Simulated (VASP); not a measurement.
Ge, 4 atoms in the cell. It takes space group Fd-3m (No. 227, cubic). The conventional cell has a = 5.622 Å, b = 5.622 Å, c = 5.622 Å, α = 90.00°, β = 90.00°, γ = 90.00°. Ge (site symmetry -43m) has 4 Ge at 2.43 Å within 3.2 Å. 

| Property | Result |
| --- | --- |
| Program | VASP 6.6.1 |
| Task | single point |
| Functional | LDA |
| Potentials or basis | VASP PAW LDA potentials, release 64 (Ge_d) |
| Cutoff | 520 eV |
| k mesh | 8 × 6 × 8 |
| Occupations | fermi-dirac, width 0.02 eV |
| Spin | no spin polarisation |
| Dipole correction | no |
| Further INCAR settings | ALGO = Normal; EDIFF = 1e-06; NBANDS = 36 |

Potentials or basis: VASP PAW LDA potentials, release 64 (Ge_d).

Launch:

```console
$ cat potpaw_LDA.64/Ge_d/POTCAR > POTCAR
$ mpirun -np 1 vasp_std > vasp.out
```

Hardware: 1 thread of Intel(R) Xeon(R) 6975P-C (Granite Rapids), with other jobs on the host.

Q: Estimate the wall time of this run.

A: Run time: 48 s on 1 thread of Intel(R) Xeon(R) 6975P-C (Granite Rapids), on a shared host, peak memory 0.25 GiB. Counts: scf iterations 11, k points 60.
